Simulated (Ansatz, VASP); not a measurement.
## Two plane-wave programs on ZnSe

```
CELL_PARAMETERS angstrom
0.00000 2.47555 3.71333
2.47555 0.00000 3.71333
2.47555 2.47555 0.00000
ATOMIC_POSITIONS crystal
Zn 0.00000 0.00000 0.00000
Se 0.75000 0.75000 0.75000
```

Alike in both runs: task single point; functional r2SCAN; k mesh 10 × 10 × 10; occupations gaussian, width 0.05 eV; no spin polarisation.

```csv
,VASP,Ansatz
version,VASP 6.6.1,Ansatz 0.2.0
potentials or method,"VASP PAW PBE potentials, release 64 (Zn, Se), cutoff 520 eV","scalar-relativistic, plane waves, PAW"
valence electrons in the cell,18,28
```

|  | VASP | Ansatz | Ansatz less VASP |
| --- | --- | --- | --- |
| gap on the k mesh at the Fermi level (eV) | none | none | - |
| pressure (GPa) | -1.4 | -1.5 | -0.12 |
| traceless stress, the component that is largest in VASP (GPa) | -18.55 | -18.60 | -0.047 |

VASP's potentials were made for PBE, not for r2SCAN. A gap of «none» marks a metal or a gap that the smearing closes. VASP's potentials hold 18 valence electrons a cell and Ansatz's 28, so a difference there can come from the potentials and not from the codes.
